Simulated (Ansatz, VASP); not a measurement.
**Two plane-wave programs on BiRu3**

```
Bi Ru
1.0
     4.02877    0.00000    0.00000
     0.00000    4.02877    0.00000
     0.00000    0.00000    4.02877
Bi Ru
1 3
Direct
  0.00000 0.00000 0.00000
  0.00000 0.50000 0.50000
  0.50000 0.00000 0.50000
  0.50000 0.50000 0.00000
```

Alike in both runs: task relaxation of cell and atoms; functional PBE; k mesh 12 × 12 × 12; occupations gaussian, width 0.1 eV; no spin polarisation.

|  | VASP | Ansatz |
| --- | --- | --- |
| version | VASP 6.6.1 | Ansatz 0.2.0 |
| potentials or method | VASP PAW PBE potentials, release 64 (Bi_d, Ru_pv), cutoff 500 eV | scalar-relativistic, plane waves, PAW |
| valence electrons in the cell | 57 | 63 |

|  | VASP | Ansatz | Ansatz less VASP |
| --- | --- | --- | --- |
| gap on the k mesh at the Fermi level, each at its own relaxed structure (eV) | none | none | - |
| relaxed volume (Å³/atom) | 16.33 | 16.33 | -0.007 |
| relaxed cell length with the largest relative difference (Å) | 4.027 | 4.027 | -0.0006 |

A gap of «none» marks a metal or a gap that the smearing closes. VASP's potentials hold 57 valence electrons a cell and Ansatz's 63, so a difference there can come from the potentials and not from the codes.

Neither program's run includes spin-orbit coupling.
